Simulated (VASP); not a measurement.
Write the native input for VASP 6.6.1 that does the following.

```
Task                   : single point
Functional             : PBEsol
Potentials or basis    : VASP PAW PBE potentials, release 64 (Cu)
Cutoff                 : 520 eV
k mesh                 : 24 × 24 × 24
Occupations            : gaussian, width 0.15 eV
Spin                   : no spin polarisation
Dipole correction      : no
Further INCAR settings : ALGO = Fast; EDIFF = 1e-07; NBANDS = 12
```

The structure of Cu lies in POSCAR:

```
Cu
1.0
   -1.4427933200      1.4427933200      1.3967226717
    1.4427933200     -1.4427933200      1.3967226717
    1.4427933200      1.4427933200     -1.3967226717
Cu
1
Direct
    0.0000000000      0.0000000000      0.0000000000
```

This cell differs from its parent crystal: strain +0.000 along x and y, +0.015 along z.

These files were run (other wordings do the same):

INCAR

```
SYSTEM = Cu
ALGO     = Fast           ! electronic algorithm
EDIFF    = 1E-7           ! SCF threshold, eV
ENCUT    = 520            ! plane-wave cutoff, eV
GGA      = PS             ! functional
ISIF     = 2              ! what is computed and relaxed
ISMEAR   = 0              ! smearing method
LASPH    = .True.         ! aspherical terms in the spheres
LCHARG   = .False.        ! write CHGCAR
LREAL    = .False.        ! projectors in reciprocal space
LWAVE    = .False.        ! write WAVECAR
NBANDS   = 12             ! bands
NELM     = 80             ! most SCF steps
PREC     = Accurate       ! precision mode
SIGMA    = 0.15           ! smearing width, eV
```

KPOINTS

```
k-points
0
Gamma
  24 24 24
  0 0 0
```

Potentials or basis: VASP PAW PBE potentials, release 64 (Cu).

Launch:

```bash
$ cat potpaw_PBE.64/Cu/POTCAR > POTCAR
$ mpirun -np 1 vasp_std > vasp.out
```

Results of the run:

```
Pressure : -2.8 GPa
```

Caveat: the cell differs from its parent crystal (strain +0.000 along x and y, +0.015 along z); the PAW data sets were made with another functional, which shifts forces and pressure a little.

It took 72 s on 1 thread of Intel(R) Xeon(R) Platinum 8559C (Emerald Rapids), on a shared host, peak memory 0.25 GiB.
